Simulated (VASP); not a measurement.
## HfO2: single point with PBE

The system is HfO2.

```
Hf O
1.0
     0.00000    2.55750    2.55750
     2.55750    0.00000    2.55750
     2.55750    2.55750    0.00000
Hf O
1 2
Direct
  0.05865 0.94135 0.94135
  0.25000 0.25000 0.25000
  0.75000 0.75000 0.75000
```

This cell differs from its parent crystal: atom 1 (Hf) moved by (-0.300, +0.000) A along x and y.

```yaml
Program: VASP 6.6.1
Task: single point
Functional: PBE
Potentials_or_basis: VASP PAW PBE potentials, release 64 (Hf_pv, O)
Cutoff: 520 eV
k_mesh: 8 × 8 × 8
Occupations: gaussian, width 0.05 eV
Spin: no spin polarisation
```

The pressure is 3.2 GPa and the largest force is 2.039 eV/Å. The band gap on the k mesh is 3.66 eV, indirect (least direct gap 3.75 eV).

Forces on the atoms (eV/Å):
```
Hf   2.039  0.000  0.000
O   -1.019  0.000  0.000
O   -1.019  0.000  0.000
```

Stress tensor (GPa, compression positive):
```
2.91 0.00 0.00
0.00 3.30 0.00
0.00 0.00 3.30
```

Levels at points of the mesh, in eV from the valence-band top:
```csv
k point,band 9,band 10,band 11,band 12,band 13,band 14
"(0.00, 0.00, 0.00)",-1.58,-0.87,-0.87,3.72,4.93,5.66
"(0.50, 0.00, 0.00)",-2.67,-2.17,-2.16,4.53,4.91,6.06
"(0.50, 0.50, 0.00)",-2.52,-1.21,0.00,3.81,5.27,6.21
"(0.00, 0.50, 0.50)",-1.57,-1.57,-0.42,3.87,5.23,7.45
```

Wall time 24 s on 1 thread of Intel Xeon 6975P-C, on a shared host, peak memory 0.18 GiB.

Caveat: the cell differs from its parent crystal (atom 1 (Hf) moved by (-0.300, +0.000) A along x and y); spin-orbit coupling is left out, which moves the levels of the heavy elements; forces of over 1 eV/Å act on the atoms, so gaps and moduli don't describe the material at rest. A k mesh can miss the band edges.
